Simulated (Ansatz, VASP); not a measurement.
ZnO in VASP and in Ansatz

```
Zn O
1.0
     3.23520    0.00000    0.00000
    -1.61760    2.80177    0.00000
     0.00000    0.00000    5.41987
Zn O
2 2
Direct
  0.33333 0.66667 0.00124
  0.66667 0.33333 0.50124
  0.33333 0.66667 0.38086
  0.66667 0.33333 0.88086
```

Change from the starting cell: strain +0.000 along x and y, +0.040 along z, atoms carried along.

Alike in both runs: task single point; functional r2SCAN; k mesh 12 × 12 × 6; occupations gaussian, width 0.05 eV; no spin polarisation.

```csv
,VASP,Ansatz
version,VASP 6.6.1,Ansatz 0.2.0
potentials or method,"VASP PAW PBE potentials, release 64 (Zn, O), cutoff 520 eV","scalar-relativistic, plane waves, PAW"
valence electrons in the cell,36,36
```

|  | VASP | Ansatz | Ansatz less VASP |
| --- | --- | --- | --- |
| gap on the k mesh at the Fermi level (eV) | 1.11 | 1.11 | +0.006 |
| least direct gap on the mesh (eV) | 1.11 | 1.11 | +0.006 |
| pressure (GPa) | -4.1 | -5.1 | -0.95 |
| traceless stress, the component that is largest in VASP (GPa) | -5.15 | -4.98 | +0.165 |
| rms of the force components (eV/Å) | 0.146 | 0.131 | -0.0152 |

VASP's potentials were made for PBE, not for r2SCAN. Atom by atom the forces differ by 0.015 eV/Å (rms over components). With one functional, cell and mesh, what is left measures potentials, basis and numerics.
